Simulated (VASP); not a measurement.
# BAs (F-43m) in VASP: a series of runs

BAs is run at these levels: PBE, RPBE+D3(BJ), PBE+D4, revPBE+D3(BJ), BLYP; tasks: single point.

All numbers are computed with VASP 6.6.1; they aren't measurements. Logs are shortened: lines on timing, memory, paths and dates and some standing lists are left out, and cuts for length are marked.

## (1) The cell of the first run

Symmetry: F-43m, No. 216, cubic system. Conventional cell: a = 4.777 Å, b = 4.777 Å, c = 4.777 Å, α = 90.00°, β = 90.00°, γ = 90.00°. As (site symmetry -43m) has 4 B at 2.07 Å within 2.7 Å. Within 2.7 Å of B (site symmetry -43m) lie 4 As at 2.07 Å.

## (2) Single point, PBE

INCAR

```
PREC     = Accurate       # precision mode
ENCUT    = 520            # plane-wave cutoff, eV
EDIFF    = 1E-6           # SCF threshold, eV
ISMEAR   = -1             # smearing method
SIGMA    = 0.03           # smearing width, eV
LREAL    = F              # projectors in reciprocal space
LASPH    = T              # aspherical terms in the spheres
NELM     = 80             # most SCF steps
ALGO     = Normal         # electronic algorithm
ISIF     = 2              # what is computed and relaxed
LWAVE    = F              # write WAVECAR
LCHARG   = F              # write CHGCAR
GGA      = PE             # functional
NBANDS   = 11             # bands
```

KPOINTS

```
Automatic mesh
0
Gamma
  5 5 5
```

POSCAR

```
BAs
1.0
    0.0000000000      2.3885000000      2.3885000000
    2.3885000000      0.0000000000      2.3885000000
    2.3885000000      2.3885000000      0.0000000000
As B
1 1
Direct
    0.7500000000      0.7500000000      0.7500000000
    0.0000000000      0.0000000000      0.0000000000
```

Potentials or basis: VASP PAW PBE potentials, release 64 (As, B).

Started as:

```
$ cat potpaw_PBE.64/As/POTCAR potpaw_PBE.64/B/POTCAR > POTCAR
$ mpirun -np 1 vasp_std > vasp.out
```

OUTCAR:

```text
PREC = Accurate
   ENCUT = 520
   EDIFF = 1E-6
   ISMEAR = -1
   LREAL = F
   LASPH = T
   NELM = 80
   ISIF = 2
   GGA = PE

 ion  position               nearest neighbor table
   1  0.750  0.750  0.750-   2 2.07   2 2.07   2 2.07   2 2.07
   2  0.000  0.000  0.000-   1 2.07   1 2.07   1 2.07   1 2.07

  LATTYP: Found a face centered cubic cell.
 ALAT       =     4.7770000000

  Lattice vectors:

 A1 = (   0.0000000000,   2.3885000000,   2.3885000000)
 A2 = (   2.3885000000,   0.0000000000,   2.3885000000)
 A3 = (   2.3885000000,   2.3885000000,   0.0000000000)

Analysis of symmetry for initial positions (statically):
=====================================================================
 Subroutine PRICEL returns:
 Original cell was already a primitive cell.

 Routine SETGRP: Setting up the symmetry group for a
 face centered cubic supercell.

 Subroutine GETGRP returns: Found 24 space group operations
 (whereof 24 operations were pure point group operations)
 out of a pool of 48 trial point group operations.

The static configuration has the point symmetry T_d .

Analysis of symmetry for dynamics (positions and initial velocities):
=====================================================================
 Subroutine PRICEL returns:
 Original cell was already a primitive cell.

 Routine SETGRP: Setting up the symmetry group for a
 face centered cubic supercell.

 Subroutine GETGRP returns: Found 24 space group operations
 (whereof 24 operations were pure point group operations)
 out of a pool of 48 trial point group operations.

The dynamic configuration has the point symmetry T_d .

 Subroutine INISYM returns: Found 24 space group operations
 (whereof 24 operations are pure point group operations),
 and found     1 'primitive' translations

----------------------------------------------------------------------------------------

                                     Primitive cell

  volume of cell :      27.2525

  direct lattice vectors                    reciprocal lattice vectors
     0.000000000  2.388500000  2.388500000    -0.209336404  0.209336404  0.209336404
     2.388500000  0.000000000  2.388500000     0.209336404 -0.209336404  0.209336404
     2.388500000  2.388500000  0.000000000     0.209336404  0.209336404 -0.209336404

  length of vectors
     3.377849094  3.377849094  3.377849094     0.362581287  0.362581287  0.362581287

  position of ions in fractional coordinates (direct lattice)
     0.750000000  0.750000000  0.750000000
[... 69 lines left out ...]
   ISIF   =      2    stress and relaxation
   ISYM   =      2    0-nonsym 1-usesym 2-fastsym
   POTIM  = 0.5000    time-step for ionic-motion
   TEBEG  =    0.0;   TEEND  =   0.0 temperature during run
   PSTRESS=    0.0 pullay stress
   NELECT =       8.0000    total number of electrons
   NUPDOWN=      -1.0000    fix difference up-down
   EMIN   =  10.00;   EMAX   =-10.00  energy-range for DOS
   EFERMI =   0.00;   METHOD = LEGACY
   ISMEAR =    -1;   SIGMA  =   0.03  broadening in eV -4-tet -1-fermi 0-gaus
   EFERMI_NEDOS =   21; number of points for ismear=-14 and -15
   IALGO  =     38    algorithm
   IMIX   =      4    mixing-type and parameters
     AMIX     =   0.40;   BMIX     =  1.00
     AMIX_MAG =   1.60;   BMIX_MAG =  1.00
  volume/ion in A,a.u.               =      13.63        91.95
  Fermi-wavevector in a.u.,A,eV,Ry     =   1.088018  2.056057 16.106360  1.183784
  Thomas-Fermi vector in A             =   2.224191
   LORBIT       =      0    0 simple, 1 ext, 2 COOP (PROOUT), +10 PAW based schemes
   GGA     = PE    functional components
   LHFCALC =     F    Hartree Fock is set to
   AEXX    =    0.0000 exact exchange contribution
   IVDW    =     0    specifies the selected vdW correction
   LEPSILON=     F    determine dielectric tensor
   LRPA    =     F    only Hartree local field effects (RPA)
 non-spin polarized calculation
  energy-cutoff  :      520.00
  volume of cell :       27.25
 maximum number of plane-waves:       745
 NGX is ok and might be reduce to    28
   NGX = 13   NGY = 13   NGZ = 13

 number of electron       8.0000000 magnetization

 Free energy of the ion-electron system (eV)
  ---------------------------------------------------
  ext. energy  EPLUGINS =         0.00000000
  ---------------------------------------------------
  free energy    TOTEN  =       -11.35044667 eV

  energy without entropy =      -11.35044667  energy(sigma->0) =      -11.35044667

 E-fermi :   6.7181     XC(G=0): -10.5759

 val. band max:        6.1419144646   @ k =   0.0000   0.0000   0.0000
 cond. band min:       7.3115643431   @ k =   0.4000   0.4000   0.0000
 fundamental gap:      1.1696498785
 Fermi energy:         6.7180897349

 k-point     1 :       0.0000    0.0000    0.0000
  band No.  band energies     occupation
      1      -9.2640      2.00000
      2       6.1419      2.00000
      3       6.1419      2.00000
      4       6.1419      2.00000
      5       9.4118      0.00000
      6       9.4118      0.00000
      7       9.4118      0.00000
      8      10.8299      0.00000
      9      15.7224      0.00000
     10      19.0822      0.00000
     11      19.0822      0.00000
[... 113 lines left out ...]
 k-point    10 :      -0.4000    0.4000    0.2000
  band No.  band energies     occupation
      1      -5.5484      2.00000
      2      -1.4915      2.00000
      3       0.6677      2.00000
      4       1.9750      2.00000
      5      10.5526      0.00000
      6      11.4453      0.00000
      7      12.2532      0.00000
      8      15.8096      0.00000
      9      17.2397      0.00000
     10      20.3269      0.00000
     11      22.7427      0.00000

------------------------ aborting loop because EDIFF is reached ----------------------------------------

  FORCE on cell =-STRESS in cart. coord.  units (eV):
  Direction    XX          YY          ZZ          XY          YZ          ZX
  --------------------------------------------------------------------------------------
  -------------------------------------------------------------------------------------
  Total        0.6100044      0.6100044      0.6100044      0.0000000      0.0000000      0.0000000
  in kB       35.8622762     35.8622762     35.8622762      0.0000000      0.0000000      0.0000000
  external PRESSURE =      35.8622762 kB  Pullay stress =       0.0000000 kB

 VOLUME and BASIS-vectors are now :
 -----------------------------------------------------------------------------
  energy-cutoff  :      520.00
  volume of cell :       27.25
      direct lattice vectors                 reciprocal lattice vectors
     0.000000000  2.388500000  2.388500000    -0.209336404  0.209336404  0.209336404
     2.388500000  0.000000000  2.388500000     0.209336404 -0.209336404  0.209336404
     2.388500000  2.388500000  0.000000000     0.209336404  0.209336404 -0.209336404

 POSITION                                       TOTAL-FORCE (eV/Angst)
 -----------------------------------------------------------------------------------
      3.58275      3.58275      3.58275        -0.000000      0.000000     -0.000000
      0.00000      0.00000      0.00000         0.000000     -0.000000      0.000000
 -----------------------------------------------------------------------------------
    total drift:                                0.000000      0.000000      0.000000

  FREE ENERGIE OF THE ION-ELECTRON SYSTEM (eV)
  ---------------------------------------------------
  free  energy   TOTEN  =       -11.3504466699 eV

  energy  without entropy=      -11.3504466696  energy(sigma->0) =      -11.35044667
```

Wall time 3.8 s (1 thread of Intel Xeon Platinum 8559C (Emerald Rapids), shared host); peak memory 0.15 GiB.

Results:

```yaml
Free_energy: -11.3504 eV
Pressure: 3.6 GPa
Band_gap_on_the_k_mesh: 1.17 eV, indirect (least direct gap 3.27 eV)
```

Caveat: the k points lie up to 0.46 Å⁻¹ apart.

## (3) Single point, RPBE+D3(BJ), collinear spin, ferromagnetic start

INCAR

```
SYSTEM = BAs
ALGO = Normal ; EDIFF = 1E-6
ENCUT = 520 ; GGA = RP
ISIF = 2 ; ISMEAR = 1
ISPIN = 2 ; IVDW = 12
LASPH = .TRUE. ; LCHARG = .FALSE.
LORBIT = 11 ; LREAL = .FALSE.
LWAVE = .FALSE. ; MAGMOM = 0.5 0
NBANDS = 15 ; NELM = 150
PREC = Accurate ; SIGMA = 0.1
```

KPOINTS

```
k-points
0
G
  10 10 10
  0 0 0
```

POSCAR is that of step 2.

Potentials or basis: VASP PAW PBE potentials, release 64 (As, B).

Started as:

```
$ cat potpaw_PBE.64/As/POTCAR potpaw_PBE.64/B/POTCAR > POTCAR
$ mpirun -np 1 vasp_std > vasp.out
```

Run time: 27 s. Hardware: 1 thread of Intel Xeon Platinum 8559C (Emerald Rapids), shared host; peak memory 0.19 GiB.

Results (log left out):

* Free energy: -13.1871 eV
* Pressure: -12.7 GPa
* Band gap on the k mesh: 1.21 eV, indirect (least direct gap 3.28 eV)
* Net moment: 0.00 μB per cell
* Valence electrons inside the program's atomic spheres: As 2.92; B 1.85
* Dispersion energy per atom: -1.230 eV

Levels at points of the mesh, in eV from the valence-band top:
Spin up:
| k point | band 2 | band 3 | band 4 | band 5 | band 6 | band 7 |
| --- | --- | --- | --- | --- | --- | --- |
| (0.00, 0.00, 0.00) | 0.00 | 0.00 | 0.00 | 3.28 | 3.28 | 3.28 |
| (0.50, 0.00, 0.00) | -8.80 | -1.83 | -1.83 | 2.71 | 4.78 | 4.78 |
| (0.50, 0.50, 0.00) | -8.57 | -4.09 | -4.09 | 1.44 | 1.50 | 11.43 |
Spin down:
| k point | band 2 | band 3 | band 4 | band 5 | band 6 | band 7 |
| --- | --- | --- | --- | --- | --- | --- |
| (0.00, 0.00, 0.00) | 0.00 | 0.00 | 0.00 | 3.28 | 3.28 | 3.28 |
| (0.50, 0.00, 0.00) | -8.80 | -1.83 | -1.83 | 2.71 | 4.78 | 4.78 |
| (0.50, 0.50, 0.00) | -8.57 | -4.09 | -4.09 | 1.44 | 1.50 | 11.43 |

Caveat: the PAW data sets were made with another functional, which shifts forces and pressure a little. A k mesh can miss the band edges.

## (4) Single point, PBE+D4

This run uses another cell than the first one, of 13.46 Å³/atom, 0.988 times its volume.

INCAR

```
  PREC = Accurate
  ENCUT = 520
  EDIFF = 1E-7
  ISMEAR = -1
  SIGMA = 0.05
  LREAL = F
  LASPH = T
  NELM = 100
  ALGO = Normal
  ISIF = 2
  LWAVE = F
  LCHARG = F
  GGA = PE
  IVDW = 13
  NBANDS = 11
```

KPOINTS

```
Automatic mesh
0
Gamma
  10 10 10
```

POSCAR

```
BAs
1.0
    0.0000000000      2.3787591891      2.3787591891
    2.3787591891      0.0000000000      2.3787591891
    2.3787591891      2.3787591891      0.0000000000
As B
1 1
Direct
    0.7500000000      0.7500000000      0.7500000000
    0.0000000000      0.0000000000      0.0000000000
```

Started as:

```
$ cat potpaw_PBE.64/As/POTCAR potpaw_PBE.64/B/POTCAR > POTCAR
$ mpirun -np 1 vasp_std > vasp.out
```

It took 22 s on 1 thread of Intel Xeon Platinum 8259CL at 2.50GHz (Skylake/Cascade Lake), shared host; peak memory 0.16 GiB.

Results (log left out):

| Item | Value |
| --- | --- |
| Free energy | -12.1579 eV |
| Pressure | 0.7 GPa |
| Band gap on the k mesh | 1.16 eV, indirect (least direct gap 3.29 eV) |
| Dispersion energy per atom | -0.380 eV |

Levels at points of the mesh, in eV from the valence-band top:
| k point | band 2 | band 3 | band 4 | band 5 | band 6 | band 7 |
| --- | --- | --- | --- | --- | --- | --- |
| (0.00, 0.00, 0.00) | 0.00 | 0.00 | 0.00 | 3.29 | 3.29 | 3.29 |
| (0.50, 0.00, 0.00) | -8.88 | -1.84 | -1.84 | 2.76 | 4.79 | 4.79 |
| (0.50, 0.50, 0.00) | -8.60 | -4.13 | -4.13 | 1.41 | 1.43 | 11.48 |

A k mesh can miss the band edges. A hybrid or GW would open this gap; PBE tends to underestimate it.

(Part 1 of 2 ends here.)
